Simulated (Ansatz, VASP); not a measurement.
**Two plane-wave programs on NbAs**

```
Nb As
1.0
     0.00000    2.84582    2.84582
     2.84582    0.00000    2.84582
     2.84582    2.84582    0.00000
Nb As
1 1
Cartesian
  0.0000 0.0000 0.0000
  1.4229 1.4229 1.4229
```

Alike in both runs: task single point; functional r2SCAN; k mesh 12 × 12 × 12; occupations gaussian, width 0.1 eV; no spin polarisation.

|  | VASP | Ansatz |
| --- | --- | --- |
| version | VASP 6.6.1 | Ansatz 0.2.0 |
| potentials or method | VASP PAW PBE potentials, release 64 (Nb_sv, As), cutoff 520 eV | scalar-relativistic, plane waves, PAW |
| valence electrons in the cell | 18 | 28 |

```csv
,VASP,Ansatz,Ansatz less VASP
gap on the k mesh at the Fermi level (eV),none,none,-
pressure (GPa),5.5,5.5,+0.01
```

VASP's potentials were made for PBE, not for r2SCAN. A gap of «none» marks a metal or a gap that the smearing closes. With one functional, cell and mesh, what is left measures potentials, basis and numerics. VASP's potentials hold 18 valence electrons a cell and Ansatz's 28, so a difference there can come from the potentials and not from the codes.
